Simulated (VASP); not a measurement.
# Ge in VASP: single point with LDA

Aim: the single point of Ge with LDA.

Program: VASP 6.6.1. These are calculated values, not measurements. Logs are shortened: lines on timing, memory, paths and dates and some standing lists are left out, and cuts for length are marked.

## (1) The cell of the first run

The cell holds a slab with vacuum, 6 atoms: a = 6.844 Å, b = 6.844 Å, c = 21.442 Å, α = 90.00°, β = 90.00°, γ = 120.00°.

## (2) Single point, LDA

File INCAR:

```
PREC = Accurate ; ENCUT = 410
EDIFF = 1E-6 ; ISMEAR = 0
SIGMA = 0.04 ; LREAL = False
LASPH = True ; NELM = 120
ALGO = Normal ; ISIF = 2
LWAVE = False ; LCHARG = False
LDIPOL = True ; IDIPOL = 3
DIPOL = 0.5 0.5 0.618 ; GGA = CA
NBANDS = 51 ; GGA_COMPAT = False
NELMDL = -8
```

File KPOINTS:

```
Automatic mesh
0
Gamma
  6 6 1
```

File POSCAR:

```
Ge
1.0
    0.0000000000      6.8442335758      0.0000000000
   -5.9272801461     -3.4221167879      0.0000000000
    0.0000000000      0.0000000000     21.4421810847
Ge
6
Direct
    0.8164436109      0.4921528127      0.6064196232
    0.5328520907      0.7549850558      0.6064196232
    0.0792758539      0.0385765759      0.6064196232
    0.4761905185      0.0952381481      0.6006375217
    0.1428571852      0.4285714815      0.6063702841
    0.8095238519      0.7619048148      0.6835008246
```

Potentials or basis: VASP PAW LDA potentials, release 64 (Ge_d).

Started as:

```bash
cat potpaw_LDA.64/Ge_d/POTCAR > POTCAR
mpirun -np 1 vasp_std > vasp.out
```

OUTCAR:

```text
PREC = Accurate
   ENCUT = 410
   EDIFF = 1E-6
   ISMEAR = 0
   LREAL = False
   LASPH = True
   NELM = 120
   ISIF = 2
   GGA = CA
   NELMDL = -8

 ion  position               nearest neighbor table
   1  0.816  0.492  0.606-   5 2.48   6 2.50   4 2.55
   2  0.533  0.755  0.606-   5 2.48   6 2.50   4 2.55
   3  0.079  0.039  0.606-   5 2.48   6 2.50   4 2.55
   4  0.476  0.095  0.601-   2 2.55   3 2.55   1 2.55
   5  0.143  0.429  0.606-   1 2.48   2 2.48   3 2.48
   6  0.810  0.762  0.684-   3 2.50   1 2.50   2 2.50

  LATTYP: Found a hexagonal cell.
 ALAT       =     6.8442335758
 C/A-ratio  =     3.1328827176

  Lattice vectors:

 A1 = (   0.0000000000,   6.8442335758,   0.0000000000)
 A2 = (  -5.9272801461,  -3.4221167879,   0.0000000000)
 A3 = (   0.0000000000,   0.0000000000,  21.4421810847)

Analysis of symmetry for initial positions (statically):
=====================================================================
 Subroutine PRICEL returns:
 Original cell was already a primitive cell.

 Routine SETGRP: Setting up the symmetry group for a
 hexagonal supercell.

 Subroutine GETGRP returns: Found  3 space group operations
 (whereof  1 operations were pure point group operations)
 out of a pool of 24 trial point group operations.

The static configuration has the point symmetry C_1 .
 The point group associated with its full space group is C_3 .

Analysis of symmetry for dynamics (positions and initial velocities):
=====================================================================
 Subroutine PRICEL returns:
 Original cell was already a primitive cell.

 Routine SETGRP: Setting up the symmetry group for a
 hexagonal supercell.

 Subroutine GETGRP returns: Found  3 space group operations
 (whereof  1 operations were pure point group operations)
 out of a pool of 24 trial point group operations.

The dynamic configuration has the point symmetry C_1 .
 The point group associated with its full space group is C_3 .

 Subroutine INISYM returns: Found  3 space group operations
 (whereof  1 operations are pure point group operations),
 and found     1 'primitive' translations

----------------------------------------------------------------------------------------

                                     Primitive cell

  volume of cell :     869.8598

  direct lattice vectors                    reciprocal lattice vectors
     0.000000000  6.844233576  0.000000000    -0.084355723  0.146108398  0.000000000
    -5.927280146 -3.422116788  0.000000000    -0.168711445  0.000000000  0.000000000
     0.000000000  0.000000000 21.442181085     0.000000000  0.000000000  0.046637047

  length of vectors
     6.844233576  6.844233576 21.442181085     0.168711445  0.168711445  0.046637047

  position of ions in fractional coordinates (direct lattice)
     0.816443611  0.492152813  0.606419623
     0.532852091  0.754985056  0.606419623
     0.079275854  0.038576576  0.606419623
     0.476190518  0.095238148  0.600637522
     0.142857185  0.428571482  0.606370284
     0.809523852  0.761904815  0.683500825

  ion indices of the primitive-cell ions
   primitive index   ion index
                 1           1
                 2           2
                 3           3
                 4           4
                 5           5
                 6           6

----------------------------------------------------------------------------------------

 KPOINTS: Automatic mesh

Automatic generation of k-mesh.
 Grid dimensions read from file:
 generate k-points for:    6    6    1

 Generating k-lattice:

  Cartesian coordinates                     Fractional coordinates (reciprocal lattice)
    -0.014059287  0.024351400  0.000000000     0.166666667  0.000000000  0.000000000
    -0.028118574  0.000000000  0.000000000     0.000000000  0.166666667  0.000000000
     0.000000000  0.000000000  0.046637047     0.000000000  0.000000000  1.000000000

  Length of vectors
     0.028118574  0.028118574  0.046637047

  Shift w.r.t. Gamma in fractional coordinates (k-lattice)
     0.000000000  0.000000000  0.000000000

 Subroutine IBZKPT returns following result:
 ===========================================

 Found      8 irreducible k-points:

 Following reciprocal coordinates:
            Coordinates               Weight
  0.000000  0.000000  0.000000      1.000000
  0.166667 -0.000000  0.000000      6.000000
  0.333333 -0.000000  0.000000      6.000000
  0.500000 -0.000000  0.000000      3.000000
  0.166667  0.166667  0.000000      6.000000
  0.333333  0.166667  0.000000      6.000000
 -0.333333  0.500000  0.000000      6.000000
  0.333333  0.333333  0.000000      2.000000
   k-points           NKPTS =      8   k-points in BZ     NKDIM =      8   number of bands    NBANDS=     51
   number of dos      NEDOS =    301   number of ions     NIONS =      6
   total plane-waves  NPLWV = 331776
   dimension x,y,z NGX =    48 NGY =   48 NGZ =  144
   dimension x,y,z NGXF=    96 NGYF=   96 NGZF=  288
   ions per type =               6
   NGX,Y,Z   is equivalent  to a cutoff of  11.66, 11.66, 11.16 a.u.
   NGXF,Y,Z  is equivalent  to a cutoff of  23.32, 23.32, 22.33 a.u.
 SYSTEM =  unknown system
   PREC   = accura    normal or accurate (medium, high low for compatibility)
   ISTART =      0    job   : 0-new  1-cont  2-samecut
   ICHARG =      2    charge: 1-file 2-atom 10-const
   ISPIN  =      1    spin polarized calculation?
   LNONCOLLINEAR =      F non collinear calculations
   LSORBIT =      F    spin-orbit coupling
   LASPH  =      T    aspherical Exc in radial PAW
   ENCUT  =  410.0 eV  30.13 Ry    5.49 a.u.  11.30 11.30 35.40*2*pi/ulx,y,z
   NELM   =    120;   NELMIN=  2; NELMDL= -8     # of ELM steps
   EDIFF  = 0.1E-05   stopping-criterion for ELM
   LREAL  =      F    real-space projection
   EDIFFG = 0.1E-04   stopping-criterion for IOM
   NSW    =      0    number of steps for IOM
   IBRION =     -1    ionic relax: 0-MD 1-quasi-New 2-CG
   NFREE  =      0    steps in history (QN), initial steepest desc. (CG)
   ISIF   =      2    stress and relaxation
   ISYM   =      2    0-nonsym 1-usesym 2-fastsym
   POTIM  = 0.5000    time-step for ionic-motion
   TEBEG  =    0.0;   TEEND  =   0.0 temperature during run
   PSTRESS=    0.0 pullay stress
   NELECT =      84.0000    total number of electrons
   NUPDOWN=      -1.0000    fix difference up-down
   EMIN   =  10.00;   EMAX   =-10.00  energy-range for DOS
   EFERMI =   0.00;   METHOD = LEGACY
   ISMEAR =     0;   SIGMA  =   0.04  broadening in eV -4-tet -1-fermi 0-gaus
   EFERMI_NEDOS =   21; number of points for ismear=-14 and -15
   IALGO  =     38    algorithm
   IMIX   =      4    mixing-type and parameters
     AMIX     =   0.40;   BMIX     =  1.00
     AMIX_MAG =   1.60;   BMIX_MAG =  1.00
  volume/ion in A,a.u.               =     144.98       978.35
  Fermi-wavevector in a.u.,A,eV,Ry     =   0.751078  1.419331  7.675287  0.564118
  Thomas-Fermi vector in A             =   1.847976
   LORBIT       =      0    0 simple, 1 ext, 2 COOP (PROOUT), +10 PAW based schemes
   GGA     = CA    functional components
   LHFCALC =     F    Hartree Fock is set to
   AEXX    =    0.0000 exact exchange contribution
   IVDW    =     0    specifies the selected vdW correction
   LEPSILON=     F    determine dielectric tensor
   LRPA    =     F    only Hartree local field effects (RPA)
 non-spin polarized calculation
 Gauss-broadening in eV      SIGMA  =   0.04
  energy-cutoff  :      410.00
  volume of cell :      869.86
 maximum number of plane-waves:     16415
 NGX is ok and might be reduce to    48
   NGX = 23   NGY = 23   NGZ = 71

 number of electron      83.9999984 magnetization

 dipolmoment           0.000000      0.000000     -0.052331 electrons x Angstroem

 Free energy of the ion-electron system (eV)
  ---------------------------------------------------
  ext. energy  EPLUGINS =         0.00000000
  ---------------------------------------------------
  free energy    TOTEN  =       -26.09974390 eV

  energy without entropy =      -26.09599103  energy(sigma->0) =      -26.09786747

 E-fermi :  -3.2977     XC(G=0):  -2.3485

 val. band max:       -3.2983372153   @ k =   0.5000  -0.0000   0.0000
 cond. band min:      -3.2169752015   @ k =   0.3333   0.1667   0.0000
 fundamental gap:      0.0813620138
 Fermi energy:        -3.2976731514

 k-point     1 :       0.0000    0.0000    0.0000
  band No.  band energies     occupation
      1     -28.0293      2.00000
      2     -28.0293      2.00000
      3     -28.0257      2.00000
      4     -28.0107      2.00000
      5     -27.9838      2.00000
      6     -27.9838      2.00000
[... 43 lines left out ...]
     50       1.0974      0.00000
     51       1.2411      0.00000

 k-point     2 :       0.1667   -0.0000    0.0000
  band No.  band energies     occupation
      1     -28.0301      2.00000
      2     -28.0287      2.00000
      3     -28.0233      2.00000
      4     -28.0093      2.00000
      5     -27.9831      2.00000
      6     -27.9821      2.00000
[... 43 lines left out ...]
     50       0.8280      0.00000
     51       1.1746      0.00000

 k-point     3 :       0.3333   -0.0000    0.0000
  band No.  band energies     occupation
      1     -28.0321      2.00000
      2     -28.0273      2.00000
      3     -28.0178      2.00000
      4     -28.0049      2.00000
      5     -27.9834      2.00000
      6     -27.9781      2.00000
[... 43 lines left out ...]
     50       1.0963      0.00000
     51       1.2481      0.00000
[... 163 lines left out ...]
 k-point     7 :      -0.3333    0.5000    0.0000
  band No.  band energies     occupation
      1     -28.0324      2.00000
      2     -28.0285      2.00000
      3     -28.0133      2.00000
      4     -28.0010      2.00000
      5     -27.9848      2.00000
      6     -27.9782      2.00000
[... 43 lines left out ...]
     50       0.9289      0.00000
     51       1.3962      0.00000

 k-point     8 :       0.3333    0.3333    0.0000
  band No.  band energies     occupation
      1     -28.0321      2.00000
      2     -28.0299      2.00000
      3     -28.0102      2.00000
      4     -27.9982      2.00000
      5     -27.9858      2.00000
      6     -27.9824      2.00000
[... 43 lines left out ...]
     50       0.7741      0.00000
     51       1.2046      0.00000

------------------------ aborting loop because EDIFF is reached ----------------------------------------

 vacuum level on the upper side and lower side of the slab       (xc-potential included)        -0.251        -0.020

  FORCE on cell =-STRESS in cart. coord.  units (eV):
  Direction    XX          YY          ZZ          XY          YZ          ZX
  --------------------------------------------------------------------------------------
  -------------------------------------------------------------------------------------
  Total       -6.8448811     -6.8448811     -1.3283283     -0.0000000     -0.0000000      0.0000000
  in kB      -12.6074499    -12.6074499     -2.4466213     -0.0000000     -0.0000000      0.0000000
  external PRESSURE =      -9.2205071 kB  Pullay stress =       0.0000000 kB

 VOLUME and BASIS-vectors are now :
 -----------------------------------------------------------------------------
  energy-cutoff  :      410.00
  volume of cell :      869.86
      direct lattice vectors                 reciprocal lattice vectors
     0.000000000  6.844233576  0.000000000    -0.084355723  0.146108398  0.000000000
    -5.927280146 -3.422116788  0.000000000    -0.168711445  0.000000000  0.000000000
     0.000000000  0.000000000 21.442181085     0.000000000  0.000000000  0.046637047

 POSITION                                       TOTAL-FORCE (eV/Angst)
 -----------------------------------------------------------------------------------
     -2.91713      3.90373     13.00296         0.829300      0.186557     -0.009830
     -4.47501      1.06332     13.00296        -0.253088     -0.811473     -0.009830
     -0.22865      0.41057     13.00296        -0.576213      0.624917     -0.009830
     -0.56450      2.93324     12.87898         0.000000     -0.000000      0.356304
     -2.54026     -0.48887     13.00190        -0.000000     -0.000000      0.235913
     -4.51602      2.93324     14.65575         0.000000     -0.000000     -0.562728
 -----------------------------------------------------------------------------------
    total drift:                               -0.000308     -0.000504      0.014923

  FREE ENERGIE OF THE ION-ELECTRON SYSTEM (eV)
  ---------------------------------------------------
  free  energy   TOTEN  =       -26.0997439040 eV

  energy  without entropy=      -26.0959910332  energy(sigma->0) =      -26.09786747

 vacuum level on the upper side and lower side of the slab         1.204         1.438
```

Wall time 14 min (1 thread of Intel Xeon 8259CL, shared host); peak memory 0.56 GiB.

Results:

* Free energy: -26.0997 eV
* Largest force: 0.850 eV/Å
* Band gap on the k mesh: zero (band 42 reaches -2.93 eV, above the bottom of band 43 at -3.30 eV)

Forces in eV/Å, atoms in the order of the input:
```
Ge   0.829  0.187 -0.010
Ge  -0.253 -0.811 -0.010
Ge  -0.576  0.625 -0.010
Ge   0.000  0.000  0.356
Ge   0.000  0.000  0.236
Ge   0.000  0.000 -0.563
```

Levels at points of the mesh, in eV from the Fermi level:
| k point | band 40 | band 41 | band 42 | band 43 | band 44 | band 45 |
| --- | --- | --- | --- | --- | --- | --- |
| (0.00, 0.00, 0.00) | -0.88 | -0.88 | 0.37 | 0.77 | 1.08 | 1.08 |
| (0.50, 0.00, 0.00) | -1.70 | -1.03 | -0.53 | 0.00 | 0.77 | 1.31 |
